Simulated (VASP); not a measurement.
The system is Sr.

```xyz
1
Lattice="0.0000 2.2195 2.2195 2.2195 0.0000 2.2195 2.2195 2.2195 0.0000" Properties=species:S:1:pos:R:3 pbc="T T T"
Sr    0.0000    0.0000    0.0000
```

Base run:

```yaml
Program: VASP 6.6.1
Functional: LDA
Potentials_or_basis: VASP PAW LDA potentials, release 64 (Sr_sv)
Cutoff: 520 eV
k_mesh: 13 × 13 × 13
Occupations: fermi-dirac, width 0.05 eV
Spin: no spin polarisation
```

Its results: band gap on the k mesh zero (bands 5 and 6 overlap by 1.97 eV); pressure 32.6 GPa.

**Question.** The run is repeated on the same cell with these changes: occupations from fermi-dirac, width 0.05 eV to tetrahedron. What comes out?

**Answer.** Band gap on the k mesh zero (bands 5 and 6 overlap by 1.97 eV); pressure 33.2 GPa.

Caveats: the cell stands under pressure; tetrahedron occupations give inexact forces and stress in metals (at least some runs).
